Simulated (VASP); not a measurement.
Input of a VASP 6.6.1 run:

File INCAR:

```
ALGO     = Normal         # electronic algorithm
EDIFF    = 1E-6           # SCF threshold, eV
ENCUT    = 520            # plane-wave cutoff, eV
GGA      = PE             # functional
ISIF     = 2              # what is computed and relaxed
ISMEAR   = 0              # smearing method
KPAR     = 2            
LASPH    = True           # aspherical terms in the spheres
LCHARG   = False          # write CHGCAR
LREAL    = Auto         
LWAVE    = False          # write WAVECAR
NBANDS   = 159            # bands
NCORE    = 2            
NELECT   = 278.0        
NELM     = 60             # most SCF steps
PREC     = Accurate       # precision mode
SIGMA    = 0.02           # smearing width, eV
```

KPOINTS

```
Automatic mesh
0
Gamma
  2 2 2
  0.5 0.5 0.5
```

POSCAR

```
Zn15S16
1.0
   -5.4423087611     -5.4423087611      5.4423087611
    5.4423087611     -5.4423087611     -5.4423087611
    5.4423087611      5.4423087611      5.4423087611
Zn S
15 16
Direct
    0.0562174095      0.0000016537      0.9767928894
    0.4964218530      0.7579129890      0.7599290451
    0.2558054975      0.7430149000     -0.0044889037
    0.0082318924      0.7616796808      0.2571358152
    0.7496766867     -0.0000004594      0.2407313803
    0.4894855505     -0.0000002756      0.4989953932
   -0.0085867050      0.2467697183      0.7451191540
    0.7481862347      0.5038620777      0.7526753221
    0.4996012022      0.4870054450     -0.0023546992
    0.2443242488      0.4961385174      0.2488127851
    0.0125963085      0.5129944152      0.5106395322
    0.7446441718      0.7532303256      0.4983499869
    0.7385079892      0.2420860443      0.0020155968
    0.5127921113      0.2569856951      0.2524977101
    0.2465519798      0.2383196281      0.4954562702
    0.2513595902      0.7582959147      0.7561079646
    0.0064361471      0.7504882908      0.9989676695
    0.4959165528      0.4990800999      0.7477028920
    0.2483369760      0.4930442424      0.9991696059
   -0.0031639146      0.5009192090      0.2486220572
    0.7465352810      0.7483202771      0.2443274644
    0.4928542495      0.7476179097      0.4991786794
   -0.0009574062      0.0000002756      0.7268426276
    0.7452358324      0.2523819504      0.7515606298
    0.4930635357      0.2417041292      0.9978128288
    0.2559495540      0.2495134068      0.2484810325
   -0.0017853636      0.2516791237      0.4960065881
    0.7552938799      0.5069561690      0.5061264660
    0.7609883382     -0.0000002756      0.9973739525
    0.5025346999     -0.0000001837      0.2517084311
    0.2486127780     -0.0000004594      0.5060374413
```

Potentials or basis: VASP PAW PBE potentials, release 64 (Zn, S).

The run is started by

```sh
$ cat potpaw_PBE.64/Zn/POTCAR potpaw_PBE.64/S/POTCAR > POTCAR
$ mpirun -np 4 vasp_std > vasp.out
```

Problem. Predict the largest force.

Solution. 0.776 eV/Å.

Forces in eV/Å, atoms in the order of the input:
```
Zn   0.498  0.498 -0.326
Zn  -0.047 -0.005  0.001
Zn  -0.027 -0.051 -0.040
Zn   0.000  0.020  0.004
Zn  -0.013 -0.013  0.015
Zn  -0.023 -0.023 -0.004
Zn  -0.042  0.034  0.038
Zn  -0.045  0.010 -0.010
Zn  -0.004 -0.017  0.023
Zn   0.010 -0.045 -0.010
Zn  -0.017 -0.004  0.023
Zn   0.034 -0.042  0.038
Zn  -0.005 -0.047  0.001
Zn  -0.051 -0.027 -0.040
Zn   0.020  0.000  0.004
S   -0.042 -0.056 -0.008
S   -0.020  0.061  0.021
S   -0.013 -0.007  0.021
S    0.006 -0.033 -0.013
S   -0.007 -0.013  0.021
S    0.002 -0.015  0.011
S   -0.010 -0.038  0.020
S   -0.041 -0.041  0.131
S   -0.038 -0.010  0.020
S   -0.056 -0.042 -0.008
S    0.061 -0.020  0.021
S   -0.015  0.002  0.011
S   -0.033  0.006 -0.013
S   -0.055 -0.055  0.038
S   -0.021 -0.021 -0.007
S   -0.008 -0.008  0.014
```

Caveat: the cell carries a net charge on a neutralising background, which shifts energy and pressure.
